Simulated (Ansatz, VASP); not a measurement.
**One calculation of TiOs2, two programs**

```
CELL_PARAMETERS angstrom
0.00000 2.94232 2.94232
2.94232 0.00000 2.94232
2.94232 2.94232 0.00000
ATOMIC_POSITIONS crystal
Ti 0.00000 0.00000 0.00000
Os 0.25000 0.25000 0.25000
Os 0.75000 0.75000 0.75000
```

Alike in both runs: functional PBE; k mesh 14 × 14 × 14; occupations gaussian, width 0.1 eV; no spin polarisation.

Ansatz relaxed the structure, and its values are those at the end. VASP's run is a single point on that final structure, the one shown.

|  | VASP | Ansatz |
| --- | --- | --- |
| version | VASP 6.6.1 | Ansatz 0.2.0 |
| potentials or method | VASP PAW PBE potentials, release 64 (Ti_sv, Os), cutoff 520 eV | scalar-relativistic, plane waves, PAW |
| valence electrons in the cell | 28 | 44 |

```tsv
	VASP	Ansatz	Ansatz less VASP
gap on the k mesh at the Fermi level (eV)	none	none	-
pressure (GPa)	-0.2	0.0	+0.16
```

A gap of «none» marks a metal or a gap that the smearing closes. With one functional, cell and mesh, what is left measures potentials, basis and numerics. VASP's potentials hold 28 valence electrons a cell and Ansatz's 44, so a difference there can come from the potentials and not from the codes.

Neither program's run includes spin-orbit coupling.
